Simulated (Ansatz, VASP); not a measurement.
SnTe: VASP beside Ansatz

```
Sn Te
1.0
     0.00000    3.58987    3.58987
     3.58987    0.00000    3.58987
     3.58987    3.58987    0.00000
Sn Te
1 1
Direct
  0.00000 0.00000 0.00000
  0.25000 0.25000 0.25000
```

Alike in both runs: task single point; functional PBE; k mesh 4 × 4 × 4; occupations gaussian, width 0.05 eV; no spin polarisation.

|  | VASP | Ansatz |
| --- | --- | --- |
| version | VASP 6.6.1 | Ansatz 0.2.0 |
| potentials or method | VASP PAW PBE potentials, release 64 (Sn_d, Te), cutoff 500 eV | scalar-relativistic, plane waves, PAW |
| valence electrons in the cell | 20 | 30 |

|  | VASP | Ansatz | Ansatz less VASP |
| --- | --- | --- | --- |
| gap on the k mesh at the Fermi level (eV) | 0.05 | 0.05 | +0.002 |
| least direct gap on the mesh (eV) | 0.78 | 0.78 | +0.002 |
| pressure (GPa) | 0.1 | 0.1 | +0.01 |

VASP's potentials hold 20 valence electrons a cell and Ansatz's 30, so a difference there can come from the potentials and not from the codes.

Neither program's run includes spin-orbit coupling.
